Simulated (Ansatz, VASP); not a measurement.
Cu: VASP beside Ansatz

```
Cu
1.0
     2.56724    0.00000    0.00000
    -1.28362    2.22330    0.00000
     0.00000    0.00000    4.19206
Cu
2
Direct
  0.35043 0.70085 0.25000
  0.64957 0.29915 0.75000
```

Change from the starting cell: mode 5 frozen in at +0.076 Å and mode 6 at +0.000 Å (largest displacements).

Alike in both runs: task single point; functional PBE; k mesh 21 × 21 × 10; occupations gaussian, width 0.15 eV; no spin polarisation.

|  | VASP | Ansatz |
| --- | --- | --- |
| version | VASP 6.6.1 | Ansatz 0.2.0 |
| potentials or method | VASP PAW PBE potentials, release 64 (Cu), cutoff 520 eV | scalar-relativistic, plane waves, PAW |
| valence electrons in the cell | 22 | 38 |

VASP gave:

| Property | Result |
| --- | --- |
| gap on the k mesh at the Fermi level (eV) | none |
| pressure (GPa) | 1.6 |
| traceless stress, the component that is largest in VASP (GPa) | -2.17 |
| rms of the force components (eV/Å) | 0.138 |

Problem. What did Ansatz give for the same quantities?

Solution. gap on the k mesh at the Fermi level (eV): none; pressure (GPa): 0.2; traceless stress, the component that is largest in VASP (GPa): -2.18; rms of the force components (eV/Å): 0.138.

Atom by atom the forces differ by 0.000 eV/Å (rms over components). A gap of «none» marks a metal or a gap that the smearing closes. VASP's potentials hold 22 valence electrons a cell and Ansatz's 38, so a difference there can come from the potentials and not from the codes.
